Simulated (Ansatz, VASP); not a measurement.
# Two plane-wave programs on CO

```
C O
1.0
     5.95264    0.00000    0.00000
     0.00000    5.95264    0.00000
     0.00000    0.00000    5.95264
C O
4 4
Direct
  0.96465 0.96465 0.96465
  0.53535 0.03535 0.46465
  0.46465 0.53535 0.03535
  0.03535 0.46465 0.53535
  0.07451 0.07451 0.07451
  0.42549 0.92549 0.57451
  0.57451 0.42549 0.92549
  0.92549 0.57451 0.42549
```

Alike in both runs: functional PBEsol; k mesh 4 × 4 × 4; occupations gaussian, width 0.02 eV; no spin polarisation.

Ansatz relaxed the structure, and its values are those at the end. VASP's run is a single point on that final structure, the one shown.

|  | VASP | Ansatz |
| --- | --- | --- |
| version | VASP 6.6.1 | Ansatz 0.2.0 |
| potentials or method | VASP PAW PBE potentials, release 64 (C, O), cutoff 520 eV | scalar-relativistic, plane waves, PAW |
| valence electrons in the cell | 40 | 40 |

```tsv
	VASP	Ansatz	Ansatz less VASP
gap on the k mesh at the Fermi level (eV)	6.18	6.18	+0.002
least direct gap on the mesh (eV)	6.18	6.18	+0.002
pressure (GPa)	1.1	0.0	-1.05
rms of the force components (eV/Å)	0.599	0.001	-0.5977
```

VASP's potentials were made for PBE, not for PBEsol. One of these differences is far larger than is usual between the two programs; its cause wasn't traced. The functional is the same, so the differences come from potentials, cutoffs and numerics.

Noted on VASP's run: the standard files for N, O and F lose accuracy on very short bonds.
